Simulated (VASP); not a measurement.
# Cs4Ti (P6/mmm) in VASP: further runs

Runs on Cs4Ti. Level: PBE. Tasks: single point.

All numbers are computed with VASP 6.6.1; they aren't measurements. Logs are shortened: lines on timing, memory, paths and dates and some standing lists are left out, and cuts for length are marked.

## Step 1: The cell of the first run

The structure is hexagonal, space group P6/mmm (No. 191). Conventional cell: a = 5.788 Å, b = 5.788 Å, c = 8.056 Å, α = 90.00°, β = 90.00°, γ = 120.00°. Within 4.6 Å of Cs (site symmetry 3m) lie 5 Cs at 3.34 to 4.56 Å and 3 Ti at 3.77 Å. Ti (site symmetry 6/mmm) has 12 Cs at 3.77 Å within 5.0 Å.

The cell was built from a structure type or drawn by symmetry, and may not be a known phase.

## Step 2: Single point, PBE

Contents of INCAR:

```
SYSTEM = Cs4Ti
PREC = Accurate ; ENCUT = 520
EDIFF = 1E-6 ; ISMEAR = 0
SIGMA = 0.1 ; LREAL = .FALSE.
LASPH = .TRUE. ; NELM = 60
ALGO = Normal ; ISIF = 2
LWAVE = .FALSE. ; LCHARG = .FALSE.
GGA = PE ; NBANDS = 32
```

Contents of KPOINTS:

```
regular mesh
0
G
  3 3 2
  0 0 0
```

Contents of POSCAR:

```
Cs4Ti
1.0
    5.7882295400      0.0000000000      0.0000000000
   -2.8941147700      5.0127538200      0.0000000000
    0.0000000000      0.0000000000      8.0556070300
Cs Ti
4 1
Direct
    0.3333333300      0.6666666700      0.7831281500
    0.3333333300      0.6666666700      0.2168718500
    0.6666666700      0.3333333300      0.2168718500
    0.6666666700      0.3333333300      0.7831281500
    0.0000000000      0.0000000000      0.0000000000
```

Potentials or basis: VASP PAW PBE potentials, release 64 (Cs_sv, Ti_sv).

Run with:

```console
$ cat potpaw_PBE.64/Cs_sv/POTCAR potpaw_PBE.64/Ti_sv/POTCAR > POTCAR
$ mpirun -np 1 vasp_std > vasp.out
```

OUTCAR:

```text
SYSTEM = Cs4Ti
   PREC = Accurate
   ENCUT = 520
   EDIFF = 1E-6
   ISMEAR = 0
   LREAL = .FALSE.
   LASPH = .TRUE.
   NELM = 60
   ISIF = 2
   GGA = PE

 ion  position               nearest neighbor table
   1  0.333  0.667  0.783-
   2  0.333  0.667  0.217-
   3  0.667  0.333  0.217-
   4  0.667  0.333  0.783-
   5  0.000  0.000  0.000-

  LATTYP: Found a hexagonal cell.
 ALAT       =     5.7882295400
 C/A-ratio  =     1.3917221102

  Lattice vectors:

 A1 = (   5.7882295400,   0.0000000000,   0.0000000000)
 A2 = (  -2.8941147700,   5.0127538200,   0.0000000000)
 A3 = (   0.0000000000,   0.0000000000,   8.0556070300)

Analysis of symmetry for initial positions (statically):
=====================================================================
 Subroutine PRICEL returns:
 Original cell was already a primitive cell.

 Routine SETGRP: Setting up the symmetry group for a
 hexagonal supercell.

 Subroutine GETGRP returns: Found 24 space group operations
 (whereof 24 operations were pure point group operations)
 out of a pool of 24 trial point group operations.

The static configuration has the point symmetry D_6h.

Analysis of symmetry for dynamics (positions and initial velocities):
=====================================================================
 Subroutine PRICEL returns:
 Original cell was already a primitive cell.

 Routine SETGRP: Setting up the symmetry group for a
 hexagonal supercell.

 Subroutine GETGRP returns: Found 24 space group operations
 (whereof 24 operations were pure point group operations)
 out of a pool of 24 trial point group operations.

The dynamic configuration has the point symmetry D_6h.

 Subroutine INISYM returns: Found 24 space group operations
 (whereof 24 operations are pure point group operations),
 and found     1 'primitive' translations

----------------------------------------------------------------------------------------

                                     Primitive cell

  volume of cell :     233.7332

  direct lattice vectors                    reciprocal lattice vectors
     5.788229540  0.000000000  0.000000000     0.172764399  0.099745573  0.000000000
    -2.894114770  5.012753820  0.000000000     0.000000000  0.199491145  0.000000000
     0.000000000  0.000000000  8.055607030     0.000000000  0.000000000  0.124137138

  length of vectors
     5.788229540  5.788229536  8.055607030     0.199491145  0.199491145  0.124137138

  position of ions in fractional coordinates (direct lattice)
     0.333333330  0.666666670  0.783128150
     0.333333330  0.666666670  0.216871850
     0.666666670  0.333333330  0.216871850
     0.666666670  0.333333330  0.783128150
     0.000000000  0.000000000  0.000000000

  ion indices of the primitive-cell ions
   primitive index   ion index
                 1           1
                 2           2
                 3           3
                 4           4
                 5           5

----------------------------------------------------------------------------------------

 KPOINTS: regular mesh

Automatic generation of k-mesh.
 Grid dimensions read from file:
 generate k-points for:    3    3    2

 Generating k-lattice:

  Cartesian coordinates                     Fractional coordinates (reciprocal lattice)
     0.057588133  0.033248524  0.000000000     0.333333333 -0.000000000  0.000000000
     0.000000000  0.066497048  0.000000000     0.000000000  0.333333333  0.000000000
     0.000000000  0.000000000  0.062068569     0.000000000  0.000000000  0.500000000

  Length of vectors
     0.066497048  0.066497048  0.062068569

  Shift w.r.t. Gamma in fractional coordinates (k-lattice)
     0.000000000  0.000000000  0.000000000

 Subroutine IBZKPT returns following result:
 ===========================================

 Found      6 irreducible k-points:

 Following reciprocal coordinates:
            Coordinates               Weight
  0.000000  0.000000  0.000000      1.000000
  0.333333 -0.000000  0.000000      6.000000
  0.333333  0.333333  0.000000      2.000000
  0.000000  0.000000  0.500000      1.000000
  0.333333 -0.000000  0.500000      6.000000
  0.333333  0.333333  0.500000      2.000000
   k-points           NKPTS =      6   k-points in BZ     NKDIM =      6   number of bands    NBANDS=     32
   number of dos      NEDOS =    301   number of ions     NIONS =      5
   total plane-waves  NPLWV = 138240
   dimension x,y,z NGX =    48 NGY =   48 NGZ =   60
   dimension x,y,z NGXF=    96 NGYF=   96 NGZF=  120
   ions per type =               4   1
   NGX,Y,Z   is equivalent  to a cutoff of  13.79, 13.79, 12.38 a.u.
   NGXF,Y,Z  is equivalent  to a cutoff of  27.57, 27.57, 24.76 a.u.
 SYSTEM =  Cs4Ti
   PREC   = accura    normal or accurate (medium, high low for compatibility)
   ISTART =      0    job   : 0-new  1-cont  2-samecut
   ICHARG =      2    charge: 1-file 2-atom 10-const
   ISPIN  =      1    spin polarized calculation?
   LNONCOLLINEAR =      F non collinear calculations
   LSORBIT =      F    spin-orbit coupling
   LASPH  =      T    aspherical Exc in radial PAW
   ENCUT  =  520.0 eV  38.22 Ry    6.18 a.u.  10.76 10.76 14.98*2*pi/ulx,y,z
   NELM   =     60;   NELMIN=  2; NELMDL= -5     # of ELM steps
   EDIFF  = 0.1E-05   stopping-criterion for ELM
   LREAL  =      F    real-space projection
   EDIFFG = 0.1E-04   stopping-criterion for IOM
   NSW    =      0    number of steps for IOM
   IBRION =     -1    ionic relax: 0-MD 1-quasi-New 2-CG
   NFREE  =      0    steps in history (QN), initial steepest desc. (CG)
   ISIF   =      2    stress and relaxation
   ISYM   =      2    0-nonsym 1-usesym 2-fastsym
   POTIM  = 0.5000    time-step for ionic-motion
   TEBEG  =    0.0;   TEEND  =   0.0 temperature during run
   PSTRESS=    0.0 pullay stress
   NELECT =      48.0000    total number of electrons
   NUPDOWN=      -1.0000    fix difference up-down
   EMIN   =  10.00;   EMAX   =-10.00  energy-range for DOS
   EFERMI =   0.00;   METHOD = LEGACY
   ISMEAR =     0;   SIGMA  =   0.10  broadening in eV -4-tet -1-fermi 0-gaus
   EFERMI_NEDOS =   21; number of points for ismear=-14 and -15
   IALGO  =     38    algorithm
   IMIX   =      4    mixing-type and parameters
     AMIX     =   0.40;   BMIX     =  1.00
     AMIX_MAG =   1.60;   BMIX_MAG =  1.00
  volume/ion in A,a.u.               =      46.75       315.46
  Fermi-wavevector in a.u.,A,eV,Ry     =   0.965862  1.825215 12.692733  0.932890
  Thomas-Fermi vector in A             =   2.095615
   LORBIT       =      0    0 simple, 1 ext, 2 COOP (PROOUT), +10 PAW based schemes
   GGA     = PE    functional components
   LHFCALC =     F    Hartree Fock is set to
   AEXX    =    0.0000 exact exchange contribution
   IVDW    =     0    specifies the selected vdW correction
   LEPSILON=     F    determine dielectric tensor
   LRPA    =     F    only Hartree local field effects (RPA)
 non-spin polarized calculation
 Gauss-broadening in eV      SIGMA  =   0.10
  energy-cutoff  :      520.00
  volume of cell :      233.73
 maximum number of plane-waves:      6306
 NGX is ok and might be reduce to    48
   NGX = 21   NGY = 21   NGZ = 29

 number of electron      48.0000005 magnetization

 Free energy of the ion-electron system (eV)
  ---------------------------------------------------
  ext. energy  EPLUGINS =         0.00000000
  ---------------------------------------------------
  free energy    TOTEN  =        -4.10830083 eV

  energy without entropy =       -4.02210593  energy(sigma->0) =       -4.06520338

 E-fermi :   3.0761     XC(G=0):  -7.9683

 val. band max:        3.0440490513   @ k =   0.3333   0.3333   0.0000
 cond. band min:       3.0992150378   @ k =   0.3333  -0.0000   0.0000
 fundamental gap:      0.0551659864
 Fermi energy:         3.0761348076

 k-point     1 :       0.0000    0.0000    0.0000
  band No.  band energies     occupation
      1     -54.2712      2.00000
      2     -30.6744      2.00000
      3     -30.4788      2.00000
      4     -30.4788      2.00000
      5     -20.8690      2.00000
      6     -20.6739      2.00000
[... 24 lines left out ...]
     31       4.9675      0.00000
     32       4.9675      0.00000

 k-point     2 :       0.3333   -0.0000    0.0000
  band No.  band energies     occupation
      1     -54.2711      2.00000
      2     -30.6743      2.00000
      3     -30.4790      2.00000
      4     -30.4788      2.00000
      5     -20.7159      2.00000
      6     -20.5247      2.00000
[... 24 lines left out ...]
     31       4.3390      0.00000
     32       4.6397      0.00000

 k-point     3 :       0.3333    0.3333    0.0000
  band No.  band energies     occupation
      1     -54.2711      2.00000
      2     -30.6743      2.00000
      3     -30.4790      2.00000
      4     -30.4790      2.00000
      5     -20.4972      2.00000
      6     -20.4972      2.00000
[... 24 lines left out ...]
     31       4.2231      0.00000
     32       4.2231      0.00000

 k-point     4 :       0.0000    0.0000    0.5000
  band No.  band energies     occupation
      1     -54.2712      2.00000
      2     -30.6744      2.00000
      3     -30.4788      2.00000
      4     -30.4788      2.00000
      5     -20.8577      2.00000
      6     -20.6862      2.00000
[... 24 lines left out ...]
     31       5.4755      0.00000
     32       5.4756      0.00000

 k-point     5 :       0.3333   -0.0000    0.5000
  band No.  band energies     occupation
      1     -54.2711      2.00000
      2     -30.6743      2.00000
      3     -30.4790      2.00000
      4     -30.4788      2.00000
      5     -20.7050      2.00000
      6     -20.5365      2.00000
[... 24 lines left out ...]
     31       4.8668      0.00000
     32       4.9751      0.00000

 k-point     6 :       0.3333    0.3333    0.5000
  band No.  band energies     occupation
      1     -54.2711      2.00000
      2     -30.6743      2.00000
      3     -30.4790      2.00000
      4     -30.4790      2.00000
      5     -20.4868      2.00000
      6     -20.4868      2.00000
[... 24 lines left out ...]
     31       4.4710      0.00000
     32       4.7274      0.00000

------------------------ aborting loop because EDIFF is reached ----------------------------------------

  FORCE on cell =-STRESS in cart. coord.  units (eV):
  Direction    XX          YY          ZZ          XY          YZ          ZX
  --------------------------------------------------------------------------------------
  -------------------------------------------------------------------------------------
  Total        8.3283771      8.3283771      4.1487921      0.0000000      0.0000000      0.0000000
  in kB       57.0887549     57.0887548     28.4388388      0.0000000      0.0000000      0.0000000
  external PRESSURE =      47.5387828 kB  Pullay stress =       0.0000000 kB

 VOLUME and BASIS-vectors are now :
 -----------------------------------------------------------------------------
  energy-cutoff  :      520.00
  volume of cell :      233.73
      direct lattice vectors                 reciprocal lattice vectors
     5.788229540  0.000000000  0.000000000     0.172764399  0.099745573  0.000000000
    -2.894114770  5.012753820  0.000000000     0.000000000  0.199491145  0.000000000
     0.000000000  0.000000000  8.055607030     0.000000000  0.000000000  0.124137138

 POSITION                                       TOTAL-FORCE (eV/Angst)
 -----------------------------------------------------------------------------------
     -0.00000      3.34184      6.30857         0.000000      0.000000     -0.640179
     -0.00000      3.34184      1.74703         0.000000      0.000000      0.640179
      2.89411      1.67092      1.74703        -0.000000     -0.000000      0.640179
      2.89411      1.67092      6.30857        -0.000000      0.000000     -0.640179
      0.00000      0.00000      0.00000        -0.000000     -0.000000      0.000000
 -----------------------------------------------------------------------------------
    total drift:                               -0.000000      0.000000      0.000000

  FREE ENERGIE OF THE ION-ELECTRON SYSTEM (eV)
  ---------------------------------------------------
  free  energy   TOTEN  =        -4.1083008343 eV

  energy  without entropy=       -4.0221059332  energy(sigma->0) =       -4.06520338
```

Wall time 3.2 min (1 thread of Oxide Virtual Turin-like, shared host); peak memory 0.33 GiB.

Results:

| Item | Value |
| --- | --- |
| Free energy | -4.1083 eV |
| Pressure | 4.8 GPa |
| Largest force | 0.640 eV/Å |
| Band gap on the k mesh | zero (bands 24 and 25 overlap by 0.07 eV) |

Forces on the atoms (eV/Å):
```
Cs   0.000  0.000 -0.640
Cs   0.000  0.000  0.640
Cs   0.000  0.000  0.640
Cs   0.000  0.000 -0.640
Ti   0.000  0.000  0.000
```

Stress tensor (GPa, compression positive):
```
5.71 0.00 0.00
0.00 5.71 0.00
0.00 0.00 2.84
```

Levels at points of the mesh, in eV from the Fermi level:
| k point | band 21 | band 22 | band 23 | band 24 | band 25 | band 26 | band 27 | band 28 |
| --- | --- | --- | --- | --- | --- | --- | --- | --- |
| (0.00, 0.00, 0.00) | -2.39 | -0.42 | -0.42 | -0.12 | 0.04 | 0.19 | 0.19 | 0.43 |
| (0.00, 0.00, 0.50) | -2.07 | -0.72 | -0.28 | -0.28 | 0.08 | 0.18 | 0.18 | 1.26 |

Caveat: the k points lie up to 0.42 Å⁻¹ apart; spin-orbit coupling is left out, which moves the levels of the heavy elements.

## Step 3: Single point, PBE

This run uses another cell than the first one, of 88.88 Å³/atom.

Contents of INCAR:

```
ALGO = Normal
EDIFF = 1E-6
ENCUT = 520
GGA = PE
ISIF = 2
ISMEAR = 0
LASPH = True
LCHARG = False
LREAL = False
LWAVE = False
NBANDS = 32
NELM = 60
PREC = Accurate
SIGMA = 0.1
```

Contents of KPOINTS:

```
k-points
0
Gamma
  3 3 2
```

Contents of POSCAR:

```
Cs4Ti
1.0
    7.3045546204      0.0000000000      0.0000000000
   -3.6522773102      6.3259298646      0.0000000000
    0.0000000000      0.0000000000      9.6175930321
Cs Ti
4 1
Direct
    0.3333333333      0.6666666667      0.7731914335
    0.3333333333      0.6666666667      0.2268085665
    0.6666666667      0.3333333333      0.2268085665
    0.6666666667      0.3333333333      0.7731914335
    0.0000000000      0.0000000000      0.0000000000
```

Potentials or basis: VASP PAW PBE potentials, release 64 (Cs_sv, Ti_sv).

Run with:

```console
$ cat potpaw_PBE.64/Cs_sv/POTCAR potpaw_PBE.64/Ti_sv/POTCAR > POTCAR
$ mpirun -np 1 vasp_std > vasp.out
```

Run time: 9.9 min. Hardware: 1 thread of Oxide Virtual Turin-like, shared host; peak memory 0.45 GiB.

It converged, with:

* Free energy: -6.0290 eV
* Pressure: 0.0 GPa
* Largest force: 0.004 eV/Å
* Band gap on the k mesh: zero (bands 24 and 25 overlap by 0.04 eV)

Forces on the atoms (eV/Å):
```
Cs   0.000  0.000  0.004
Cs   0.000  0.000 -0.004
Cs   0.000  0.000 -0.004
Cs   0.000  0.000  0.004
Ti   0.000  0.000  0.000
```

Levels at points of the mesh, in eV from the Fermi level:
| k point | band 22 | band 23 | band 24 | band 25 | band 26 | band 27 |
| --- | --- | --- | --- | --- | --- | --- |
| (0.00, 0.00, 0.00) | -0.22 | -0.09 | 0.00 | 0.00 | 0.05 | 0.10 |
| (0.00, 0.00, 0.50) | -0.95 | 0.01 | 0.01 | 0.04 | 0.09 | 0.09 |

Caveat: spin-orbit coupling is left out, which moves the levels of the heavy elements.

## Step 4: Single point, PBE, collinear spin

This run uses another cell than the first one, of 88.88 Å³/atom.

Contents of INCAR:

```
SYSTEM = Cs4Ti
PREC = Accurate
ENCUT = 520
EDIFF = 1E-6
ISMEAR = 0
SIGMA = 0.1
LREAL = .False.
LASPH = .True.
NELM = 150
ALGO = Normal
ISIF = 2
LWAVE = .False.
LCHARG = .False.
ISPIN = 2
MAGMOM = 0 0 0 0 1
LORBIT = 11
LMAXMIX = 4
GGA = PE
NBANDS = 36
```

Contents of KPOINTS:

```
Automatic mesh
0
Gamma
  3 3 2
  0 0 0
```

POSCAR is that of step 3.

Run with:

```console
$ cat potpaw_PBE.64/Cs_sv/POTCAR potpaw_PBE.64/Ti_sv/POTCAR > POTCAR
$ mpirun -np 1 vasp_std > vasp.out
```

Wall time 16 min (1 thread of Oxide Virtual Turin-like, shared host); peak memory 0.69 GiB.

The run converged. Its results:

```
Free energy                                           : -6.9679 eV
Pressure                                              : 0.0 GPa
Largest force                                         : 0.009 eV/Å
Net moment                                            : 3.91 μB per cell
Site moments                                          : Cs +0.02; Ti +2.00 μB
Valence electrons inside the program's atomic spheres : Cs 6.55; Ti 10.11
```

Forces in eV/Å, atoms in the order of the input:
```
Cs   0.000  0.000 -0.009
Cs   0.000  0.000  0.009
Cs   0.000  0.000  0.009
Cs   0.000  0.000 -0.009
Ti   0.000  0.000  0.000
```

Levels at points of the mesh, in eV from the Fermi level:
Spin up:
```csv
k point,band 22,band 23,band 24,band 25,band 26,band 27,band 28,band 29
"(0.00, 0.00, 0.00)",-0.47,-0.46,-0.25,-0.25,-0.12,0.10,0.10,0.45
"(0.00, 0.00, 0.50)",-1.10,-0.42,-0.24,-0.24,0.08,0.08,0.47,0.47
```
Spin down:
```tsv
k point	band 19	band 20	band 21	band 22	band 23	band 24	band 25	band 26
(0.00, 0.00, 0.00)	-10.51	-10.51	-1.89	-0.12	0.02	0.87	0.87	1.02
(0.00, 0.00, 0.50)	-10.51	-10.51	-1.63	-0.97	0.99	1.06	1.06	1.07
```

Caveat: spin-orbit coupling is left out, which moves the levels of the heavy elements.

## Step 5: The runs side by side

| spin | cell | gap on the mesh (eV) | pressure (GPa) | largest force (eV/Å) |
| --- | --- | --- | --- | --- |
| off | a = 5.788, b = 5.788, c = 8.056 Å, angles 90.0, 90.0, 120.0°, 5 atoms, atomic positions A | none | 4.8 | 0.64 |
| off | a = 7.305, b = 7.305, c = 9.618 Å, angles 90.0, 90.0, 120.0°, 5 atoms, atomic positions B | none | 0.0 | - |
| collinear | a = 7.305, b = 7.305, c = 9.618 Å, angles 90.0, 90.0, 120.0°, 5 atoms, atomic positions B | none | 0.0 | 0.01 |

Alike in all rows: task single point; level PBE; potentials or basis VASP PAW PBE potentials, release 64 (Cs_sv, Ti_sv); k mesh 3 × 3 × 2; cutoff (eV) 520; smearing gaussian 0.1 eV.

Caveats: some runs use coarse meshes; spin-orbit coupling is left out, which moves the levels of the heavy elements.

Absolute energies hang on the potentials; compare differences alone.
